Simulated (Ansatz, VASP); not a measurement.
**One calculation of KTaO3, two programs**

File POSCAR:

```
KTaO3
1.0
    3.8885925000      0.0000000000      0.0000000000
    0.0000000000      3.9883000000      0.0000000000
    0.0000000000      0.0000000000      3.9883000000
K Ta O
1 1 3
Direct
    0.5000000000      0.5000000000      0.5000000000
    0.0000000000      0.0000000000      0.0000000000
    0.5000000000      0.0000000000      0.0000000000
    0.0000000000      0.5000000000      0.0000000000
    0.0000000000      0.0000000000      0.5000000000
```

Contents of INCAR.step1:

```
SYSTEM = KTaO3
ALGO = Normal
EDIFF = 1E-4
ENCUT = 520
GGA = PE
ISMEAR = 0
LASPH = .True.
LCHARG = .False.
LREAL = .False.
LWAVE = .True.
NBANDS = 27
NELM = 60
PREC = Accurate
SIGMA = 0.05
```

File INCAR.step2:

```
SYSTEM = KTaO3
ALGO = Normal
EDIFF = 1E-6
ENCUT = 520
ISIF = 2
ISMEAR = 0
ISTART = 1
LASPH = .True.
LCHARG = .True.
LELF = .True.
LMIXTAU = .True.
LREAL = .False.
LVHAR = .True.
LWAVE = .False.
METAGGA = R2SCAN
NBANDS = 27
NELM = 60
PREC = Accurate
SIGMA = 0.05
```

File KPOINTS:

```
k-points
0
Gamma
  6 6 6
  0 0 0
```

Input for Ansatz:

```yaml
crystal:
  lattice:
    - [3.8885925, 0.0, 0.0]
    - [0.0, 3.9883, 0.0]
    - [0.0, 0.0, 3.9883]
  atoms:
    - { symbol: K, position: [0.5, 0.5, 0.5] }
    - { symbol: Ta, position: [0.0, 0.0, 0.0] }
    - { symbol: O, position: [0.5, 0.0, 0.0] }
    - { symbol: O, position: [0.0, 0.5, 0.0] }
    - { symbol: O, position: [0.0, 0.0, 0.5] }
basis:
  ecutwfc: 500
kpoints:
  mp_grid: { grid: [6, 6, 6] }
hamiltonian:
  xc: r2scan
scf:
  occupations: { method: gaussian, width: 0.05 }
output:
  forces: true
  stress: true
  eigenvalues: true
```

Change from the starting cell: strain -0.0250 x Voigt [1, 0, 0, 0, 0, 0], atoms carried along.

Alike in both runs: task single point; functional r2SCAN; k mesh 6 × 6 × 6; occupations gaussian, width 0.05 eV; no spin polarisation.

|  | VASP | Ansatz |
| --- | --- | --- |
| version | VASP 6.6.1 | Ansatz 0.2.0 |
| potentials or method | VASP PAW PBE potentials, release 64 (K_sv, Ta_pv, O), cutoff 520 eV | scalar-relativistic, plane waves, PAW |
| valence electrons in the cell | 38 | 40 |

|  | VASP | Ansatz | Ansatz less VASP |
| --- | --- | --- | --- |
| gap on the k mesh at the Fermi level (eV) | 2.61 | 2.64 | +0.032 |
| least direct gap on the mesh (eV) | 3.25 | 3.27 | +0.019 |
| pressure (GPa) | 7.3 | 6.2 | -1.07 |
| traceless stress, the component that is largest in VASP (GPa) | 7.50 | 7.36 | -0.135 |

VASP's potentials were made for PBE, not for r2SCAN. The functional is the same, so the differences come from potentials, cutoffs and numerics. VASP's potentials hold 38 valence electrons a cell and Ansatz's 40, so a difference there can come from the potentials and not from the codes.

Spin-orbit coupling is off throughout.
